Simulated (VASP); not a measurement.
# GaN (F-43m) in VASP: further runs

The runs below take GaN through single point, with HSE06.

Everything below comes from runs of VASP 6.6.1. Logs are shortened: lines on timing, memory, paths and dates and some standing lists are left out, and cuts for length are marked.

## (1) The cell of the first run

Symmetry: F-43m, No. 216, cubic system. The conventional cell has a = 4.363 Å, b = 4.363 Å, c = 4.363 Å, α = 90.00°, β = 90.00°, γ = 90.00°. Within 2.5 Å of Ga (site symmetry -43m) lie 4 N at 1.89 Å. N (site symmetry -43m) has 4 Ga at 1.89 Å within 2.5 Å.

## (2) Single point, HSE06 (strain -3.0%)

Input file POSCAR:

```
GaN
1.0
    0.0000000000      2.1814839649      2.1814839649
    2.1814839649      0.0000000000      2.1814839649
    2.1814839649      2.1814839649      0.0000000000
Ga N
1 1
Direct
    0.0000000000      0.0000000000      0.0000000000
    0.2500000000      0.2500000000      0.2500000000
```

Input file INCAR.step1:

```
SYSTEM = GaN
PREC     = Accurate       ! precision mode
ENCUT    = 520            ! plane-wave cutoff, eV
EDIFF    = 1E-5           ! SCF threshold, eV
ISMEAR   = 0              ! smearing method
SIGMA    = 0.01           ! smearing width, eV
LREAL    = .FALSE.        ! projectors in reciprocal space
LASPH    = .TRUE.         ! aspherical terms in the spheres
NELM     = 100            ! most SCF steps
ALGO     = Normal         ! electronic algorithm
ISIF     = 2              ! what is computed and relaxed
LWAVE    = .TRUE.         ! write WAVECAR
LCHARG   = .FALSE.        ! write CHGCAR
NBANDS   = 16             ! bands
GGA      = PE             ! functional
```

Input file INCAR.step2:

```
SYSTEM = GaN
PREC     = Accurate       ! precision mode
ENCUT    = 520            ! plane-wave cutoff, eV
EDIFF    = 1E-6           ! SCF threshold, eV
ISMEAR   = 0              ! smearing method
SIGMA    = 0.01           ! smearing width, eV
LREAL    = .FALSE.        ! projectors in reciprocal space
LASPH    = .TRUE.         ! aspherical terms in the spheres
NELM     = 100            ! most SCF steps
ALGO     = Normal         ! electronic algorithm
ISIF     = 2              ! what is computed and relaxed
LWAVE    = .FALSE.        ! write WAVECAR
LCHARG   = .FALSE.        ! write CHGCAR
GGA      = PE             ! functional
LHFCALC  = .TRUE.         ! exact exchange
HFSCREEN = 0.2079         ! screening, 1/A
PRECFOCK = Normal       
NBANDS   = 16             ! bands
ISTART   = 1
```

Input file KPOINTS:

```
regular mesh
0
G
  6 6 6
  0 0 0
```

Potentials or basis: VASP PAW PBE potentials, release 64 (Ga_d, N).

Run with:

```bash
$ cat potpaw_PBE.64/Ga_d/POTCAR potpaw_PBE.64/N/POTCAR > POTCAR
$ cp INCAR.step1 INCAR
$ mpirun -np 1 vasp_std > vasp.out
$ cp INCAR.step2 INCAR
$ mpirun -np 1 vasp_std > vasp.out
```

OUTCAR:

```text
SYSTEM = GaN
   PREC = Accurate
   ENCUT = 520
   EDIFF = 1E-6
   ISMEAR = 0
   LREAL = .FALSE.
   LASPH = .TRUE.
   NELM = 100
   ISIF = 2
   GGA = PE
   LHFCALC = .TRUE.
   HFSCREEN = 0.2079
   PRECFOCK = Normal
   ISTART = 1

 ion  position               nearest neighbor table
   1  0.000  0.000  0.000-   2 1.89   2 1.89   2 1.89   2 1.89
   2  0.250  0.250  0.250-   1 1.89   1 1.89   1 1.89   1 1.89

  LATTYP: Found a face centered cubic cell.
 ALAT       =     4.3629679298

  Lattice vectors:

 A1 = (   0.0000000000,   2.1814839649,   2.1814839649)
 A2 = (   2.1814839649,   0.0000000000,   2.1814839649)
 A3 = (   2.1814839649,   2.1814839649,   0.0000000000)

Analysis of symmetry for initial positions (statically):
=====================================================================
 Subroutine PRICEL returns:
 Original cell was already a primitive cell.

 Routine SETGRP: Setting up the symmetry group for a
 face centered cubic supercell.

 Subroutine GETGRP returns: Found 24 space group operations
 (whereof 24 operations were pure point group operations)
 out of a pool of 48 trial point group operations.

The static configuration has the point symmetry T_d .

Analysis of symmetry for dynamics (positions and initial velocities):
=====================================================================
 Subroutine PRICEL returns:
 Original cell was already a primitive cell.

 Routine SETGRP: Setting up the symmetry group for a
 face centered cubic supercell.

 Subroutine GETGRP returns: Found 24 space group operations
 (whereof 24 operations were pure point group operations)
 out of a pool of 48 trial point group operations.

The dynamic configuration has the point symmetry T_d .

 Subroutine INISYM returns: Found 24 space group operations
 (whereof 24 operations are pure point group operations),
 and found     1 'primitive' translations

----------------------------------------------------------------------------------------

                                     Primitive cell

  volume of cell :      20.7628

  direct lattice vectors                    reciprocal lattice vectors
     0.000000000  2.181483965  2.181483965    -0.229201776  0.229201776  0.229201776
     2.181483965  0.000000000  2.181483965     0.229201776 -0.229201776  0.229201776
     2.181483965  2.181483965  0.000000000     0.229201776  0.229201776 -0.229201776

  length of vectors
     3.085084209  3.085084209  3.085084209     0.396989122  0.396989122  0.396989122
[... 79 lines left out ...]
   ISYM   =      3    0-nonsym 1-usesym 2-fastsym
   POTIM  = 0.5000    time-step for ionic-motion
   TEBEG  =    0.0;   TEEND  =   0.0 temperature during run
   PSTRESS=    0.0 pullay stress
   NELECT =      18.0000    total number of electrons
   NUPDOWN=      -1.0000    fix difference up-down
   EMIN   =  10.00;   EMAX   =-10.00  energy-range for DOS
   EFERMI =   0.00;   METHOD = LEGACY
   ISMEAR =     0;   SIGMA  =   0.01  broadening in eV -4-tet -1-fermi 0-gaus
   EFERMI_NEDOS =   21; number of points for ismear=-14 and -15
   IALGO  =     38    algorithm
   IMIX   =      1    mixing-type and parameters
     AMIX     =   0.40;   BMIX     =  1.00
     AMIX_MAG =   1.60;   BMIX_MAG =  1.00
  volume/ion in A,a.u.               =      10.38        70.06
  Fermi-wavevector in a.u.,A,eV,Ry     =   1.561003  2.949867 33.153715  2.436729
  Thomas-Fermi vector in A             =   2.664132
   LORBIT       =      0    0 simple, 1 ext, 2 COOP (PROOUT), +10 PAW based schemes
   GGA     = PE    functional components
   LHFCALC =     T    Hartree Fock is set to
   PRECFOCK=normal    Normal, Fast or Accurate (Low or Medium for compatibility)
   ENCUT4O =  -1.0   cutoff for four orbital integrals eV
   NKREDX  =     1    reduce k-point grid by
   NKREDY  =     1    reduce k-point grid by
   NKREDZ  =     1    reduce k-point grid by
   AEXX    =    0.2500 exact exchange contribution
   HFSCREEN=    0.2079 screening length (either q_TF or 0.3 A-1)
   HFSCREENC=   0.2079 screening length for correlation (either q_TF or 0.3 A-1)
   ENCUTFOCK=  -1.0 apply spherical cutoff to Coloumb kernel
   IVDW    =     0    specifies the selected vdW correction
   LEPSILON=     F    determine dielectric tensor
   LRPA    =     F    only Hartree local field effects (RPA)
 non-spin polarized calculation
 Gauss-broadening in eV      SIGMA  =   0.01
  energy-cutoff  :      520.00
  volume of cell :       20.76
 maximum number of plane-waves:       568
  NGX = 18; NGY = 18; NGZ = 18

 number of electron      17.9999989 magnetization

 Free energy of the ion-electron system (eV)
  ---------------------------------------------------
  ext. energy  EPLUGINS =         0.00000000
  ---------------------------------------------------
  free energy    TOTEN  =       -14.61396545 eV

  energy without entropy =      -14.61396545  energy(sigma->0) =      -14.61396545

 E-fermi :   5.5923     XC(G=0):  -9.9722

 val. band max:        5.5316122927   @ k =   0.0000   0.0000   0.0000
 cond. band min:       9.2348998174   @ k =   0.0000   0.0000   0.0000
 fundamental gap:      3.7032875247
 Fermi energy:         5.5922793547

 k-point     1 :       0.0000    0.0000    0.0000
  band No.  band energies     occupation
      1     -12.8065      2.00000
      2     -10.0872      2.00000
      3     -10.0872      2.00000
      4     -10.0872      2.00000
      5      -9.6637      2.00000
      6      -9.6637      2.00000
[... 281 lines left out ...]
      3      -9.8293      2.00000
      4      -9.6901      2.00000
      5      -9.6188      2.00000
      6      -7.2548      2.00000
[... 8 lines left out ...]
     15      29.1128      0.00000
     16      32.4310      0.00000

------------------------ aborting loop because EDIFF is reached ----------------------------------------

  FORCE on cell =-STRESS in cart. coord.  units (eV):
  Direction    XX          YY          ZZ          XY          YZ          ZX
  --------------------------------------------------------------------------------------
  -------------------------------------------------------------------------------------
  Total        2.8141515      2.8141515      2.8141515      0.0000000     -0.0000000      0.0000000
  in kB      217.1560773    217.1560773    217.1560773      0.0000000     -0.0000000      0.0000000
  external PRESSURE =     217.1560773 kB  Pullay stress =       0.0000000 kB

 VOLUME and BASIS-vectors are now :
 -----------------------------------------------------------------------------
  energy-cutoff  :      520.00
  volume of cell :       20.76
      direct lattice vectors                 reciprocal lattice vectors
     0.000000000  2.181483965  2.181483965    -0.229201776  0.229201776  0.229201776
     2.181483965  0.000000000  2.181483965     0.229201776 -0.229201776  0.229201776
     2.181483965  2.181483965  0.000000000     0.229201776  0.229201776 -0.229201776

 POSITION                                       TOTAL-FORCE (eV/Angst)
 -----------------------------------------------------------------------------------
      0.00000      0.00000      0.00000        -0.000000     -0.000000     -0.000000
      1.09074      1.09074      1.09074         0.000000      0.000000      0.000000
 -----------------------------------------------------------------------------------
    total drift:                               -0.000011     -0.000015     -0.000008

  FREE ENERGIE OF THE ION-ELECTRON SYSTEM (eV)
  ---------------------------------------------------
  free  energy   TOTEN  =       -14.6139654489 eV

  energy  without entropy=      -14.6139654489  energy(sigma->0) =      -14.61396545
```

OSZICAR.step1:

```text
N       E                     dE             d eps       ncg     rms          rms(c)
DAV:   1     0.791218573293E+02    0.79122E+02   -0.91969E+03   584   0.204E+03
DAV:   2    -0.874574870473E+01   -0.87868E+02   -0.81268E+02   584   0.323E+02
DAV:   3    -0.140523656842E+02   -0.53066E+01   -0.52919E+01   608   0.693E+01
DAV:   4    -0.141082461660E+02   -0.55880E-01   -0.55877E-01   624   0.757E+00
DAV:   5    -0.141090036991E+02   -0.75753E-03   -0.75753E-03   600   0.807E-01    0.810E+00
DAV:   6    -0.119240828386E+02    0.21849E+01   -0.48028E+00   776   0.431E+01    0.269E+00
DAV:   7    -0.119373405272E+02   -0.13258E-01   -0.38020E-01   544   0.634E+00    0.182E+00
DAV:   8    -0.119334874746E+02    0.38531E-02   -0.43534E-02   640   0.354E+00    0.639E-01
DAV:   9    -0.119299945232E+02    0.34930E-02   -0.14020E-02   744   0.308E+00    0.154E-01
DAV:  10    -0.119301959246E+02   -0.20140E-03   -0.14254E-03   664   0.582E-01    0.517E-02
DAV:  11    -0.119301351951E+02    0.60730E-04   -0.22987E-04   728   0.217E-01    0.167E-02
DAV:  12    -0.119301394165E+02   -0.42214E-05   -0.22354E-05   600   0.493E-02
   1 F= -.11930139E+02 E0= -.11930139E+02  d E =-.321624E-24
```

Wall time 26 min (1 thread of Intel Xeon Platinum 8259CL at 2.50GHz (Skylake/Cascade Lake), shared host); peak memory 0.25 GiB.

Results:

```yaml
Free_energy: -14.6140 eV
Pressure: 21.7 GPa
Band_gap_on_the_k_mesh: 3.70 eV
```

Caveat: the cell differs from its parent crystal (strain -3.0%); the cell stands under pressure; the structure was generated, so it needn't be the stable form of GaN; the PAW data sets were made with another functional, which shifts forces and pressure a little.

[end of part 1 of 2]
